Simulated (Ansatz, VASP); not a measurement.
**One calculation of BeTe, two programs**

File POSCAR:

```
BeTe
1.0
    0.0000000000      2.8286236274      2.8286236274
    2.8286236274      0.0000000000      2.8286236274
    2.8286236274      2.8286236274      0.0000000000
Be Te
1 1
Direct
    0.0000000000      0.0000000000      0.0000000000
    0.2500000000      0.2500000000      0.2500000000
```

Contents of INCAR.step1:

```
PREC = Accurate
ENCUT = 520
EDIFF = 1E-5
ISMEAR = 0
SIGMA = 0.01
LREAL = False
LASPH = True
NELM = 60
ALGO = Normal
ISIF = 2
LWAVE = True
LCHARG = False
NBANDS = 11
GGA = PE
```

Contents of INCAR.step2:

```
PREC = Accurate
ENCUT = 520
EDIFF = 1E-6
ISMEAR = 0
SIGMA = 0.01
LREAL = False
LASPH = True
NELM = 60
ALGO = Normal
ISIF = 2
LWAVE = False
LCHARG = False
GGA = PE
LHFCALC = True
HFSCREEN = 0.2079
PRECFOCK = Normal
NBANDS = 11
ISTART = 1
```

Contents of KPOINTS:

```
Automatic mesh
0
Gamma
  6 6 6
```

Input for Ansatz:

```yaml
crystal:
  lattice:
    - [0.0, 2.8286236274, 2.8286236274]
    - [2.8286236274, 0.0, 2.8286236274]
    - [2.8286236274, 2.8286236274, 0.0]
  atoms:
    - { symbol: Be, position: [0.0, 0.0, 0.0] }
    - { symbol: Te, position: [0.25, 0.25, 0.25] }
kpoints:
  mp_grid: { grid: [6, 6, 6] }
  band_path:
    path:
      - [0.0, 0.0, 0.0]
      - [-0.5, -0.5, 0.0]
      - [-0.375, -0.375, 0.25]
      - [-0.375, 0.0, 0.375]
      - [0.0, 0.0, 0.5]
      - [-0.5, -0.25, 0.25]
    npoints: 1
hamiltonian:
  xc: hse06
scf:
  occupations: { method: fixed }
  n_extra_bands: 4
output:
  forces: true
  stress: true
  eigenvalues: true
```

Alike in both runs: task single point; functional HSE06; k mesh 6 × 6 × 6; no spin polarisation.

```csv
,VASP,Ansatz
version,VASP 6.6.1,Ansatz 0.2.0
potentials or method,"VASP PAW PBE potentials, release 64 (Be, Te)","plane waves, PAW"
plane-wave cutoff (eV),520,420
occupations,"gaussian, width 0.01 eV",fixed
valence electrons in the cell,8,18
```

Ansatz gave:

| Property | Result |
| --- | --- |
| gap on the k mesh at the Fermi level (eV) | 2.69 |
| pressure (GPa) | -0.8 |

Estimate VASP's values.

gap on the k mesh at the Fermi level (eV): 2.67; pressure (GPa): -0.9.

VASP's potentials hold 8 valence electrons a cell and Ansatz's 18, so a difference there can come from the potentials and not from the codes. Ansatz's warnings: stress exchange threshold loose, stress scf threshold loose.

Neither program's run includes spin-orbit coupling.
